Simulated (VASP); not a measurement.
# MoS2 (P-6m2) in VASP: further runs

The runs below take MoS2 through single point, with PBE+D3(BJ).

Everything below comes from runs of VASP 6.6.1. Logs are shortened: lines on timing, memory, paths and dates and some standing lists are left out, and cuts for length are marked.

**1. The cell of the first run**

Symmetry: P-6m2, No. 187, hexagonal system. Conventional cell: a = 3.149 Å, b = 3.149 Å, c = 6.689 Å, α = 90.00°, β = 90.00°, γ = 120.00°. Within 3.2 Å of Mo (site symmetry -6m2) lie 6 S at 2.40 Å and 6 Mo at 3.15 Å. S (site symmetry 3m) has 3 Mo at 2.40 Å and 7 S at 3.14 to 3.15 Å within 3.2 Å.

**2. Single point, PBE+D3(BJ)**

Input file INCAR:

```
SYSTEM = MoS2
  ALGO = Normal
  EDIFF = 1E-7
  ENCUT = 520
  GGA = PE
  ISIF = 2
  ISMEAR = 0
  IVDW = 12
  LASPH = .TRUE.
  LCHARG = .FALSE.
  LREAL = .FALSE.
  LWAVE = .FALSE.
  NBANDS = 20
  NELM = 60
  PREC = Accurate
  SIGMA = 0.02
```

Input file KPOINTS:

```
k-points
0
G
  12 12 2
  0 0 0
```

Input file POSCAR:

```
MoS2
1.0
    3.1487619713      0.0000000000      0.0000000000
   -1.5743809857      2.7269078576      0.0000000000
    0.0000000000      0.0000000000      6.6890457048
Mo S
1 2
Direct
    0.0000000000      0.0000000000      0.0000000000
    0.3333333333      0.6666666667      0.2343500875
    0.3333333333      0.6666666667      0.7656499125
```

Potentials or basis: VASP PAW PBE potentials, release 64 (Mo_sv, S).

Run with:

```console
> cat potpaw_PBE.64/Mo_sv/POTCAR potpaw_PBE.64/S/POTCAR > POTCAR
> mpirun -np 1 vasp_std > vasp.out
```

OUTCAR:

```text
SYSTEM = MoS2
   EDIFF = 1E-7
   ENCUT = 520
   GGA = PE
   ISIF = 2
   ISMEAR = 0
   IVDW = 12
   LASPH = .TRUE.
   LREAL = .FALSE.
   NELM = 60
   PREC = Accurate
 IVDW          = 12

 ion  position               nearest neighbor table
   1  0.000  0.000  0.000-   2 2.40   3 2.40   2 2.40   3 2.40   2 2.40   3 2.40
   2  0.333  0.667  0.234-   1 2.40   1 2.40   1 2.40
   3  0.333  0.667  0.766-   1 2.40   1 2.40   1 2.40

  LATTYP: Found a hexagonal cell.
 ALAT       =     3.1487619713
 C/A-ratio  =     2.1243414922

  Lattice vectors:

 A1 = (   3.1487619713,   0.0000000000,   0.0000000000)
 A2 = (  -1.5743809857,   2.7269078576,   0.0000000000)
 A3 = (   0.0000000000,   0.0000000000,   6.6890457048)

Analysis of symmetry for initial positions (statically):
=====================================================================
 Subroutine PRICEL returns:
 Original cell was already a primitive cell.

 Routine SETGRP: Setting up the symmetry group for a
 hexagonal supercell.

 Subroutine GETGRP returns: Found 12 space group operations
 (whereof 12 operations were pure point group operations)
 out of a pool of 24 trial point group operations.

The static configuration has the point symmetry D_3h.

Analysis of symmetry for dynamics (positions and initial velocities):
=====================================================================
 Subroutine PRICEL returns:
 Original cell was already a primitive cell.

 Routine SETGRP: Setting up the symmetry group for a
 hexagonal supercell.

 Subroutine GETGRP returns: Found 12 space group operations
 (whereof 12 operations were pure point group operations)
 out of a pool of 24 trial point group operations.

The dynamic configuration has the point symmetry D_3h.

 Subroutine INISYM returns: Found 12 space group operations
 (whereof 12 operations are pure point group operations),
 and found     1 'primitive' translations

----------------------------------------------------------------------------------------

                                     Primitive cell

  volume of cell :      57.4347

  direct lattice vectors                    reciprocal lattice vectors
     3.148761971  0.000000000  0.000000000     0.317585136  0.183357864  0.000000000
    -1.574380986  2.726907858  0.000000000     0.000000000  0.366715728  0.000000000
     0.000000000  0.000000000  6.689045705     0.000000000  0.000000000  0.149498156

  length of vectors
     3.148761971  3.148761971  6.689045705     0.366715728  0.366715728  0.149498156

  position of ions in fractional coordinates (direct lattice)
     0.000000000  0.000000000  0.000000000
     0.333333333  0.666666667  0.234350087
     0.333333333  0.666666667  0.765649913

  ion indices of the primitive-cell ions
   primitive index   ion index
                 1           1
                 2           2
                 3           3

----------------------------------------------------------------------------------------

 KPOINTS: k-points

Automatic generation of k-mesh.
 Grid dimensions read from file:
 generate k-points for:   12   12    2

 Generating k-lattice:

  Cartesian coordinates                     Fractional coordinates (reciprocal lattice)
     0.026465428  0.015279822  0.000000000     0.083333333  0.000000000  0.000000000
     0.000000000  0.030559644  0.000000000     0.000000000  0.083333333  0.000000000
     0.000000000  0.000000000  0.074749078     0.000000000  0.000000000  0.500000000

  Length of vectors
     0.030559644  0.030559644  0.074749078

  Shift w.r.t. Gamma in fractional coordinates (k-lattice)
     0.000000000  0.000000000  0.000000000

 Subroutine IBZKPT returns following result:
 ===========================================

 Found     38 irreducible k-points:

 Following reciprocal coordinates:
            Coordinates               Weight
  0.000000  0.000000  0.000000      1.000000
  0.083333  0.000000  0.000000      6.000000
  0.166667  0.000000  0.000000      6.000000
  0.250000  0.000000  0.000000      6.000000
  0.333333 -0.000000  0.000000      6.000000
  0.416667 -0.000000  0.000000      6.000000
[... 16 lines left out ...]
  0.250000  0.000000  0.500000      6.000000
  0.333333 -0.000000  0.500000      6.000000
 [... further k-points ...]
   k-points           NKPTS =     38   k-points in BZ     NKDIM =     38   number of bands    NBANDS=     20
   number of dos      NEDOS =    301   number of ions     NIONS =      3
   total plane-waves  NPLWV =  28800
   dimension x,y,z NGX =    24 NGY =   24 NGZ =   50
   dimension x,y,z NGXF=    48 NGYF=   48 NGZF=  100
   ions per type =               1   2
   NGX,Y,Z   is equivalent  to a cutoff of  12.67, 12.67, 12.43 a.u.
   NGXF,Y,Z  is equivalent  to a cutoff of  25.34, 25.34, 24.85 a.u.
 SYSTEM =  MoS2
   PREC   = accura    normal or accurate (medium, high low for compatibility)
   ISTART =      0    job   : 0-new  1-cont  2-samecut
   ICHARG =      2    charge: 1-file 2-atom 10-const
   ISPIN  =      1    spin polarized calculation?
   LNONCOLLINEAR =      F non collinear calculations
   LSORBIT =      F    spin-orbit coupling
   LASPH  =      T    aspherical Exc in radial PAW
   ENCUT  =  520.0 eV  38.22 Ry    6.18 a.u.   5.85  5.85 12.44*2*pi/ulx,y,z
   NELM   =     60;   NELMIN=  2; NELMDL= -5     # of ELM steps
   EDIFF  = 0.1E-06   stopping-criterion for ELM
   LREAL  =      F    real-space projection
   EDIFFG = 0.1E-05   stopping-criterion for IOM
   NSW    =      0    number of steps for IOM
   IBRION =     -1    ionic relax: 0-MD 1-quasi-New 2-CG
   NFREE  =      0    steps in history (QN), initial steepest desc. (CG)
   ISIF   =      2    stress and relaxation
   ISYM   =      2    0-nonsym 1-usesym 2-fastsym
   POTIM  = 0.5000    time-step for ionic-motion
   TEBEG  =    0.0;   TEEND  =   0.0 temperature during run
   PSTRESS=    0.0 pullay stress
   NELECT =      26.0000    total number of electrons
   NUPDOWN=      -1.0000    fix difference up-down
   EMIN   =  10.00;   EMAX   =-10.00  energy-range for DOS
   EFERMI =   0.00;   METHOD = LEGACY
   ISMEAR =     0;   SIGMA  =   0.02  broadening in eV -4-tet -1-fermi 0-gaus
   EFERMI_NEDOS =   21; number of points for ismear=-14 and -15
   IALGO  =     38    algorithm
   IMIX   =      4    mixing-type and parameters
     AMIX     =   0.40;   BMIX     =  1.00
     AMIX_MAG =   1.60;   BMIX_MAG =  1.00
  volume/ion in A,a.u.               =      19.14       129.20
  Fermi-wavevector in a.u.,A,eV,Ry     =   1.257017  2.375418 21.498451  1.580092
  Thomas-Fermi vector in A             =   2.390697
   LORBIT       =      0    0 simple, 1 ext, 2 COOP (PROOUT), +10 PAW based schemes
   GGA     = PE    functional components
   LHFCALC =     F    Hartree Fock is set to
   AEXX    =    0.0000 exact exchange contribution
   IVDW    =    12    specifies the selected vdW correction
   LEPSILON=     F    determine dielectric tensor
   LRPA    =     F    only Hartree local field effects (RPA)
 non-spin polarized calculation
 Gauss-broadening in eV      SIGMA  =   0.02
  energy-cutoff  :      520.00
  volume of cell :       57.43
 maximum number of plane-waves:      1572
 NGX is ok and might be reduce to    24
   NGX = 11   NGY = 11   NGZ = 25

 number of electron      26.0000002 magnetization

 Free energy of the ion-electron system (eV)
  ---------------------------------------------------
  ext. energy  EPLUGINS =         0.00000000
  ---------------------------------------------------
  free energy    TOTEN  =       -21.79730661 eV

  energy without entropy =      -21.79730661  energy(sigma->0) =      -21.79730661

 E-fermi :   6.5507     XC(G=0): -10.2590

 val. band max:        6.3830993108   @ k =   0.0000   0.0000   0.5000
 cond. band min:       7.6352580524   @ k =   0.1667   0.1667   0.0000
 fundamental gap:      1.2521587416
 Fermi energy:         6.5506999552

 k-point     1 :       0.0000    0.0000    0.0000
  band No.  band energies     occupation
      1     -54.8402      2.00000
      2     -29.0052      2.00000
      3     -28.7594      2.00000
      4     -28.7594      2.00000
      5      -8.2544      2.00000
      6      -6.8110      2.00000
[... 12 lines left out ...]
     19      14.0375      0.00000
     20      15.3747      0.00000

 k-point     2 :       0.0833    0.0000    0.0000
  band No.  band energies     occupation
      1     -54.8373      2.00000
      2     -28.9996      2.00000
      3     -28.7879      2.00000
      4     -28.7659      2.00000
      5      -8.1474      2.00000
      6      -6.7680      2.00000
[... 12 lines left out ...]
     19      14.1821      0.00000
     20      15.8543      0.00000

 k-point     3 :       0.1667    0.0000    0.0000
  band No.  band energies     occupation
      1     -54.8295      2.00000
      2     -28.9843      2.00000
      3     -28.8651      2.00000
      4     -28.7835      2.00000
      5      -7.8424      2.00000
      6      -6.6457      2.00000
[... 12 lines left out ...]
     19      14.7256      0.00000
     20      15.9166      0.00000

 k-point     4 :       0.2500    0.0000    0.0000
  band No.  band energies     occupation
      1     -54.8187      2.00000
      2     -28.9691      2.00000
      3     -28.9634      2.00000
      4     -28.8074      2.00000
      5      -7.3890      2.00000
      6      -6.4659      2.00000
[... 12 lines left out ...]
     19      14.9025      0.00000
     20      15.4812      0.00000

 k-point     5 :       0.3333   -0.0000    0.0000
  band No.  band energies     occupation
      1     -54.8079      2.00000
      2     -29.0714      2.00000
      3     -28.9423      2.00000
      4     -28.8312      2.00000
      5      -6.8764      2.00000
      6      -6.2675      2.00000
[... 12 lines left out ...]
     19      13.7986      0.00000
     20      14.6835      0.00000
[... 353 lines left out ...]
      6      -6.9434      2.00000
[... 12 lines left out ...]
     19      14.8248      0.00000
     20      15.4906      0.00000

 k-point    22 :       0.1667    0.0000    0.5000
  band No.  band energies     occupation
      1     -54.8295      2.00000
      2     -28.9844      2.00000
      3     -28.8651      2.00000
      4     -28.7835      2.00000
      5      -7.7375      2.00000
      6      -6.8093      2.00000
[... 12 lines left out ...]
     19      14.8171      0.00000
     20      16.0981      0.00000

 k-point    23 :       0.2500    0.0000    0.5000
  band No.  band energies     occupation
      1     -54.8187      2.00000
      2     -28.9691      2.00000
      3     -28.9634      2.00000
      4     -28.8074      2.00000
      5      -7.2852      2.00000
      6      -6.6118      2.00000
[... 12 lines left out ...]
     19      14.7415      0.00000
     20      15.8866      0.00000

 k-point    24 :       0.3333   -0.0000    0.5000
  band No.  band energies     occupation
      1     -54.8079      2.00000
      2     -29.0714      2.00000
      3     -28.9423      2.00000
      4     -28.8312      2.00000
      5      -6.7761      2.00000
      6      -6.3936      2.00000
[... 12 lines left out ...]
     19      14.3389      0.00000
     20      15.5352      0.00000

 [... further k-points ...]

------------------------ aborting loop because EDIFF is reached ----------------------------------------

 Edisp (eV)   -1.18667

 E8    (eV) :    -0.4795

  FORCE on cell =-STRESS in cart. coord.  units (eV):
  Direction    XX          YY          ZZ          XY          YZ          ZX
  --------------------------------------------------------------------------------------
  -------------------------------------------------------------------------------------
  Total      -0.03829    -0.03829    -0.06601     0.00000    -0.00000    -0.00000
  in kB      -1.06816    -1.06816    -1.84131     0.00000    -0.00000    -0.00000
  external pressure =       -1.33 kB  Pullay stress =        0.00 kB

 VOLUME and BASIS-vectors are now :
 -----------------------------------------------------------------------------
  energy-cutoff  :      520.00
  volume of cell :       57.43
      direct lattice vectors                 reciprocal lattice vectors
     3.148761971  0.000000000  0.000000000     0.317585136  0.183357864  0.000000000
    -1.574380986  2.726907858  0.000000000     0.000000000  0.366715728  0.000000000
     0.000000000  0.000000000  6.689045705     0.000000000  0.000000000  0.149498156

 POSITION                                       TOTAL-FORCE (eV/Angst)
 -----------------------------------------------------------------------------------
      0.00000      0.00000      0.00000         0.000000      0.000000      0.000000
     -0.00000      1.81794      1.56758        -0.000000      0.000000     -0.014877
     -0.00000      1.81794      5.12147        -0.000000      0.000000      0.014877
 -----------------------------------------------------------------------------------
    total drift:                                0.000000     -0.000000     -0.000000

  FREE ENERGIE OF THE ION-ELECTRON SYSTEM (eV)
  ---------------------------------------------------
  free  energy   TOTEN  =       -22.9839743606 eV

  energy  without entropy=      -22.9839743606  energy(sigma->0) =      -22.98397436
```

Wall time 59 s (1 thread of AMD EPYC 7R43 (Zen 3), shared host); peak memory 0.17 GiB.

What came out:

```yaml
Free_energy: -22.9840 eV
Pressure: -0.1 GPa
Largest_force: 0.015 eV/Å
Band_gap_on_the_k_mesh: 1.25 eV, indirect (least direct gap 1.77 eV)
Dispersion_energy_per_atom: -0.396 eV
```

Forces in eV/Å, atoms in the order of the input:
```
Mo   0.000  0.000  0.000
S    0.000  0.000 -0.015
S    0.000  0.000  0.015
```

Stress tensor (GPa, compression positive):
```
-0.11  0.00  0.00
 0.00 -0.11  0.00
 0.00  0.00 -0.18
```

Levels at points of the mesh, in eV from the valence-band top:
```
           k point  band 10  band 11  band 12  band 13  band 14  band 15  band 16  band 17
(0.00, 0.00, 0.00)    -1.83    -1.83    -1.51    -0.89     2.48     2.48     2.64     2.64
(0.50, 0.00, 0.00)    -3.55    -1.98    -1.33    -1.25     1.97     2.37     3.86     4.07
(0.00, 0.00, 0.50)    -2.95    -1.85    -1.85     0.00     2.42     2.42     2.73     2.73
(0.50, 0.00, 0.50)    -3.57    -2.77    -1.27    -0.85     1.98     2.55     3.23     3.90
```

Caveat: the k points lie up to 0.47 Å⁻¹ apart. A hybrid or GW would open this gap; PBE tends to underestimate it.

**3. Single point, PBE+D3(BJ)**

This run uses another cell than the first one, of 19.04 Å³/atom, 0.994 times its volume.

Input file INCAR:

```
PREC = Accurate
ENCUT = 520
EDIFF = 1E-7
ISMEAR = 0
SIGMA = 0.02
LREAL = False
LASPH = True
NELM = 100
ALGO = Normal
ISIF = 2
LWAVE = False
LCHARG = False
GGA = PE
IVDW = 12
NBANDS = 20
```

Input file KPOINTS:

```
regular mesh
0
Gamma
  12 12 4
```

Input file POSCAR:

```
MoS2
1.0
    3.1495253834      0.0000000000      0.0000000000
   -1.5747626917      2.7275689918      0.0000000000
    0.0000000000      0.0000000000      6.6474594286
Mo S
1 2
Direct
    0.0000000000      0.0000000000      0.0000000000
    0.3333333333      0.6666666667      0.2356931431
    0.3333333333      0.6666666667      0.7643068569
```

Potentials or basis: VASP PAW PBE potentials, release 64 (Mo_sv, S).

Run with:

```console
> cat potpaw_PBE.64/Mo_sv/POTCAR potpaw_PBE.64/S/POTCAR > POTCAR
> mpirun -np 1 vasp_std > vasp.out
```

Run time: 79 s. Hardware: 1 thread of AMD EPYC 7R43 (Zen 3), shared host; peak memory 0.18 GiB.

Results (log left out):

* Free energy: -22.9904 eV
* Pressure: -0.1 GPa
* Largest force: 0.013 eV/Å
* Band gap on the k mesh: 1.22 eV, indirect (least direct gap 1.76 eV)
* Dispersion energy per atom: -0.398 eV

Forces on the atoms (eV/Å):
```
Mo   0.000  0.000  0.000
S    0.000  0.000 -0.013
S    0.000  0.000  0.013
```

Levels at points of the mesh, in eV from the valence-band top:
```
           k point  band 9  band 10  band 11  band 12  band 13  band 14  band 15  band 16  band 17  band 18
(0.00, 0.00, 0.00)   -3.00    -1.86    -1.86    -1.49    -0.93     2.45     2.45     2.61     2.61     5.81
(0.50, 0.00, 0.00)   -4.78    -3.58    -1.98    -1.37    -1.29     1.94     2.33     3.85     4.05     5.19
(0.00, 0.00, 0.50)   -2.99    -2.99    -1.88    -1.88     0.00     2.38     2.38     2.70     2.70     6.05
(0.50, 0.00, 0.50)   -4.38    -3.60    -2.82    -1.30    -0.86     1.95     2.53     3.19     3.86     6.57
```

A k mesh can miss the band edges.

**4. Single point, PBE+D3(BJ)**

This run uses another cell than the first one, of 19.04 Å³/atom, 0.994 times its volume.

Input file INCAR:

```
ALGO = Normal
EDIFF = 1E-6
ENCUT = 520
GGA = PE
ISIF = 2
ISMEAR = 0
IVDW = 12
LASPH = True
LCHARG = False
LREAL = False
LWAVE = False
NBANDS = 20
NELM = 60
PREC = Accurate
SIGMA = 0.01
```

Input file KPOINTS:

```
k-points
0
Gamma
  12 12 4
```

POSCAR is that of step 3.

Run with:

```console
> cat potpaw_PBE.64/Mo_sv/POTCAR potpaw_PBE.64/S/POTCAR > POTCAR
> mpirun -np 1 vasp_std > vasp.out
```

Wall time 82 s (1 thread of AMD EPYC 7R43 (Zen 3), shared host); peak memory 0.18 GiB.

The run converged. Its results:

```
Free energy                : -22.9904 eV
Pressure                   : -0.1 GPa
Largest force              : 0.013 eV/Å
Band gap on the k mesh     : 1.22 eV, indirect (least direct gap 1.76 eV)
Dispersion energy per atom : -0.398 eV
```

Forces in eV/Å, atoms in the order of the input:
```
Mo   0.000  0.000  0.000
S    0.000  0.000 -0.013
S    0.000  0.000  0.013
```

Levels at points of the mesh, in eV from the valence-band top:
| k point | band 11 | band 12 | band 13 | band 14 | band 15 | band 16 |
| --- | --- | --- | --- | --- | --- | --- |
| (0.00, 0.00, 0.00) | -1.86 | -1.49 | -0.93 | 2.45 | 2.45 | 2.61 |
| (0.50, 0.00, 0.00) | -1.98 | -1.37 | -1.29 | 1.94 | 2.33 | 3.85 |
| (0.00, 0.00, 0.50) | -1.88 | -1.88 | 0.00 | 2.38 | 2.38 | 2.70 |
| (0.50, 0.00, 0.50) | -2.82 | -1.30 | -0.86 | 1.95 | 2.53 | 3.19 |

**5. Summary**

| cell | k mesh | smearing | gap on the mesh (eV) | pressure (GPa) | largest force (eV/Å) |
| --- | --- | --- | --- | --- | --- |
| a = 3.149, b = 3.149, c = 6.689 Å, angles 90.0, 90.0, 120.0°, 3 atoms | 12 × 12 × 2 | gaussian 0.02 eV | 1.25 | -0.1 | 0.01 |
| a = 3.150, b = 3.150, c = 6.647 Å, angles 90.0, 90.0, 120.0°, 3 atoms | 12 × 12 × 4 | gaussian 0.02 eV | 1.22 | -0.1 | 0.01 |
| a = 3.150, b = 3.150, c = 6.647 Å, angles 90.0, 90.0, 120.0°, 3 atoms | 12 × 12 × 4 | gaussian 0.01 eV | 1.22 | -0.1 | 0.01 |

Alike in all rows: task single point; level PBE+D3(BJ); potentials or basis VASP PAW PBE potentials, release 64 (Mo_sv, S); no spin polarisation; cutoff (eV) 520.

Caveats: some runs use coarse meshes.

Total energies depend on the potentials used, so only differences within one code and one set of settings carry meaning.
